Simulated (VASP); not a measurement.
# FeS2 (Pnnm) in VASP: settings compared, part 2 of 2

VASP 6.6.1.

## (3) Relaxation of cell and atoms, PBEsol

This run uses another cell than the first one, of 13.57 Å³/atom.

The input, INCAR:

```
SYSTEM = FeS2
PREC = Accurate
ENCUT = 600
EDIFF = 1E-7
ISMEAR = -1
SIGMA = 0.02
LREAL = .False.
LASPH = .True.
NELM = 120
ALGO = Normal
ISIF = 3
LWAVE = .False.
LCHARG = .False.
GGA = PS
IBRION = 2
NSW = 80
EDIFFG = -0.005
GGA_COMPAT = .False.
NELMIN = 4
```

The input, KPOINTS:

```
Automatic mesh
0
Gamma
  6 4 8
  0 0 0
```

The input, POSCAR:

```
FeS2
1.0
    4.4389627483      0.0000000000      0.0000000000
    0.0000000000      5.4095540197      0.0000000000
    0.0000000000      0.0000000000      3.3895163727
Fe S
2 4
Direct
    0.5000000000      0.5000000000      0.5000000000
    0.0000000000      0.0000000000      0.0000000000
    0.2937551954      0.8751795098      0.5000000000
    0.7062448046      0.1248204902      0.5000000000
    0.2062448046      0.3751795098      0.0000000000
    0.7937551954      0.6248204902      0.0000000000
```

Potentials or basis: VASP PAW PBE potentials, release 64 (Fe, S).

Started as:

```sh
$ cat potpaw_PBE.64/Fe/POTCAR potpaw_PBE.64/S/POTCAR > POTCAR
$ mpirun -np 1 vasp_std > vasp.out
```

OUTCAR:

```text
SYSTEM = FeS2
   PREC = Accurate
   ENCUT = 600
   EDIFF = 1E-7
   ISMEAR = -1
   LREAL = .False.
   LASPH = .True.
   NELM = 120
   ISIF = 3
   GGA = PS
   IBRION = 2
   NSW = 80
   EDIFFG = -0.005
   NELMIN = 4

 ion  position               nearest neighbor table
   1  0.500  0.500  0.500-   3 2.23   4 2.23   5 2.24   6 2.24   5 2.24   6 2.24
   2  0.000  0.000  0.000-   5 2.23   6 2.23   3 2.24   4 2.24   3 2.24   4 2.24
   3  0.294  0.875  0.500-   1 2.23   2 2.24   2 2.24   4 2.28
   4  0.706  0.125  0.500-   1 2.23   2 2.24   2 2.24   3 2.28
   5  0.206  0.375  0.000-   2 2.23   1 2.24   1 2.24   6 2.28
   6  0.794  0.625  0.000-   2 2.23   1 2.24   1 2.24   5 2.28

  LATTYP: Found a simple orthorhombic cell.
 ALAT       =     3.3895163727
 B/A-ratio  =     1.3096153729
 C/A-ratio  =     1.5959663341

  Lattice vectors:

 A1 = (   0.0000000000,   0.0000000000,   3.3895163727)
 A2 = (   4.4389627483,   0.0000000000,   0.0000000000)
 A3 = (   0.0000000000,   5.4095540197,   0.0000000000)

Analysis of symmetry for initial positions (statically):
=====================================================================
 Subroutine PRICEL returns:
 Original cell was already a primitive cell.

 Routine SETGRP: Setting up the symmetry group for a
 simple orthorhombic supercell.

 Subroutine GETGRP returns: Found  8 space group operations
 (whereof  4 operations were pure point group operations)
 out of a pool of  8 trial point group operations.

The static configuration has the point symmetry C_2h.
 The point group associated with its full space group is D_2h.

Analysis of symmetry for dynamics (positions and initial velocities):
=====================================================================
 Subroutine PRICEL returns:
 Original cell was already a primitive cell.

 Routine SETGRP: Setting up the symmetry group for a
[... 135 lines left out ...]
     AMIX_MAG =   1.60;   BMIX_MAG =  1.00
  volume/ion in A,a.u.               =      13.57        91.54
  Fermi-wavevector in a.u.,A,eV,Ry     =   1.291917  2.441369 22.708796  1.669049
  Thomas-Fermi vector in A             =   2.423657
   LORBIT       =      0    0 simple, 1 ext, 2 COOP (PROOUT), +10 PAW based schemes
   GGA     = PS    functional components
   LHFCALC =     F    Hartree Fock is set to
   AEXX    =    0.0000 exact exchange contribution
   IVDW    =     0    specifies the selected vdW correction
   LEPSILON=     F    determine dielectric tensor
   LRPA    =     F    only Hartree local field effects (RPA)
 conjugate gradient relaxation of ions
 non-spin polarized calculation
  energy-cutoff  :      600.00
  volume of cell :       81.39
 maximum number of plane-waves:      2764
 NGX is ok and might be reduce to    36
   NGX = 17   NGY = 21   NGZ = 13

--------------------------------------- Ionic step        1  -------------------------------------------

 number of electron      39.9999998 magnetization

 Free energy of the ion-electron system (eV)
  ---------------------------------------------------
  ext. energy  EPLUGINS =         0.00000000
  ---------------------------------------------------
  free energy    TOTEN  =       -39.49641899 eV

  energy without entropy =      -39.49641899  energy(sigma->0) =      -39.49641899

------------------------ aborting loop because EDIFF is reached ----------------------------------------

  FORCE on cell =-STRESS in cart. coord.  units (eV):
  Direction    XX          YY          ZZ          XY          YZ          ZX
  --------------------------------------------------------------------------------------
  -------------------------------------------------------------------------------------
  Total       -3.2949474     -3.3444364     -3.3191857     -0.0000000      0.0000000      0.0000000
  in kB      -64.8602132    -65.8343910    -65.3373383     -0.0000000      0.0000000      0.0000000
  external PRESSURE =     -65.3439808 kB  Pullay stress =       0.0000000 kB
[... 267 lines left out ...]
--------------------------------------- Ionic step        8  -------------------------------------------

 number of electron      39.9999988 magnetization

 Free energy of the ion-electron system (eV)
  ---------------------------------------------------
  ext. energy  EPLUGINS =         0.00000000
  ---------------------------------------------------
  free energy    TOTEN  =       -39.56637551 eV

  energy without entropy =      -39.56637551  energy(sigma->0) =      -39.56637551

 E-fermi :   8.6570     XC(G=0): -12.0910

 val. band max:        8.1849008212   @ k =   0.1667   0.0000   0.2500
 cond. band min:       9.1096896221   @ k =   0.0000   0.5000   0.5000
 fundamental gap:      0.9247888009
 Fermi energy:         8.6569647789

 k-point     1 :       0.0000    0.0000    0.0000
  band No.  band energies     occupation
      1      -8.8459      2.00000
      2      -6.2688      2.00000
      3      -4.4478      2.00000
      4      -3.5976      2.00000
      5       0.2601      2.00000
      6       1.8548      2.00000
[... 637 lines left out ...]
     23      10.0383      0.00000
     24      10.0383      0.00000

 [... further k-points ...]
[... 5 lines left out ...]
  --------------------------------------------------------------------------------------
  -------------------------------------------------------------------------------------
  Total       -0.0003556     -0.0013065      0.0063746      0.0000000      0.0000000      0.0000000
  in kB       -0.0072941     -0.0268002      0.1307602      0.0000000      0.0000000      0.0000000
  external PRESSURE =       0.0322220 kB  Pullay stress =       0.0000000 kB
[... 21 lines left out ...]
  FREE ENERGIE OF THE ION-ELECTRON SYSTEM (eV)
  ---------------------------------------------------
  free  energy   TOTEN  =       -39.5663755127 eV

  energy  without entropy=      -39.5663755126  energy(sigma->0) =      -39.56637551

 reached required accuracy - stopping structural energy minimisation
```

OSZICAR:

```text
N       E                     dE             d eps       ncg     rms          rms(c)
DAV:   1     0.358193375087E+03    0.35819E+03   -0.19839E+04  2880   0.194E+03
DAV:   2     0.793082668425E+01   -0.35026E+03   -0.34399E+03  2880   0.410E+02
DAV:   3    -0.408550195788E+02   -0.48786E+02   -0.47654E+02  4520   0.153E+02
DAV:   4    -0.431192824413E+02   -0.22643E+01   -0.22482E+01  3976   0.337E+01
[... 82 lines left out ...]
DAV:   3    -0.395663816503E+02    0.16734E-03   -0.10731E-03  4384   0.463E-01    0.288E-02
DAV:   4    -0.395663750738E+02    0.65765E-05   -0.64035E-05  4256   0.709E-02    0.103E-02
DAV:   5    -0.395663749472E+02    0.12664E-06   -0.24218E-06  4592   0.155E-02    0.448E-03
DAV:   6    -0.395663754288E+02   -0.48158E-06   -0.31532E-07  2712   0.508E-03    0.121E-03
DAV:   7    -0.395663755127E+02   -0.83892E-07   -0.65148E-08  1656   0.277E-03
   8 F= -.39566376E+02 E0= -.39566376E+02  d E =-.163036E-04
```

CONTCAR:

```text
FeS2
   1.00000000000000
     4.3713837772817534    0.0000000000000000    0.0000000000000000
    -0.0000000000000000    5.3388953706180349    0.0000000000000000
     0.0000000000000000    0.0000000000000000    3.3467108822175247
  Fe              S
     2     4
Direct
     0.5000000000000000    0.5000000000000000    0.5000000000000000
     0.0000000000000000    0.0000000000000000    0.0000000000000000
     0.2936539325884248    0.8748549932628296    0.5000000000000000
     0.7063460674115751    0.1251450067371704    0.5000000000000000
     0.2063460674115753    0.3748549932628296    0.0000000000000000
     0.7936539325884249    0.6251450067371704    0.0000000000000000

  0.00000000E+00  0.00000000E+00  0.00000000E+00
  0.00000000E+00  0.00000000E+00  0.00000000E+00
  0.00000000E+00  0.00000000E+00  0.00000000E+00
  0.00000000E+00  0.00000000E+00  0.00000000E+00
  0.00000000E+00  0.00000000E+00  0.00000000E+00
  0.00000000E+00  0.00000000E+00  0.00000000E+00
```

It took 5.7 min on 1 thread of Intel Xeon 6975P-C (Granite Rapids), shared host; peak memory 0.28 GiB.

What came out:

- Free energy: -39.5664 eV
- Relaxed volume: 13.02 Å³/atom
- Relaxed cell: a = 4.371 Å, b = 5.339 Å, c = 3.347 Å, α = 90.00°, β = 90.00°, γ = 90.00°
- Space group after relaxing (to 0.1 Å): Pnnm (No. 58)
- Energy gained by relaxing: 11.7 meV/atom
- Ionic steps: 8
- Pressure after relaxing: 0.0 GPa
- Band gap on the k mesh: 0.92 eV (least direct gap 1.27 eV)

Step by step:
```csv
step,energy change (eV),largest force (eV/Å),pressure (GPa),volume (Å³)
1,0.0000,0.0746,-6.53,81.39
2,0.0032,0.1395,7.81,75.05
3,-0.0696,0.0328,-0.04,78.15
4,-0.0696,0.0344,0.10,78.09
5,-0.0699,0.0065,0.12,78.06
6,-0.0699,0.0023,0.11,78.06
7,-0.0699,0.0026,-0.10,78.15
8,-0.0700,0.0018,0.00,78.11
```

Final structure:
```
Fe S
1.0
     4.37138    0.00000    0.00000
     0.00000    5.33890    0.00000
     0.00000    0.00000    3.34671
Fe S
2 4
Direct
  0.50000 0.50000 0.50000
  0.00000 0.00000 0.00000
  0.29365 0.87485 0.50000
  0.70635 0.12515 0.50000
  0.20635 0.37486 0.00000
  0.79365 0.62514 0.00000
```

Levels at points of the mesh, in eV from the valence-band top:
```csv
k point,band 16,band 17,band 18,band 19,band 20,band 21,band 22,band 23,band 24
"(0.00, 0.00, 0.00)",-1.25,-1.02,-0.84,-0.83,-0.50,1.14,1.50,2.87,3.25
"(0.50, 0.00, 0.00)",-1.18,-0.71,-0.71,-0.12,-0.12,1.92,1.92,1.94,1.94
"(0.00, 0.50, 0.00)",-1.12,-0.88,-0.88,-0.35,-0.35,1.15,1.15,2.58,2.58
"(0.50, 0.50, 0.00)",-1.26,-1.22,-1.22,-1.01,-1.01,1.50,1.50,2.11,2.11
"(0.00, 0.00, 0.50)",-1.49,-0.97,-0.97,-0.46,-0.46,1.59,1.59,1.80,1.80
"(0.50, 0.00, 0.50)",-1.14,-0.82,-0.82,-0.38,-0.38,1.58,1.58,1.99,1.99
"(0.00, 0.50, 0.50)",-2.00,-1.58,-1.58,-0.43,-0.43,0.92,0.92,2.33,2.33
"(0.50, 0.50, 0.50)",-1.52,-0.65,-0.65,-0.40,-0.40,1.64,1.64,2.21,2.21
```

Caveat: the PAW data sets were made with another functional, which shifts forces and pressure a little. Spin polarisation is off, so any magnetic state and its effect on volume and gap are missing.
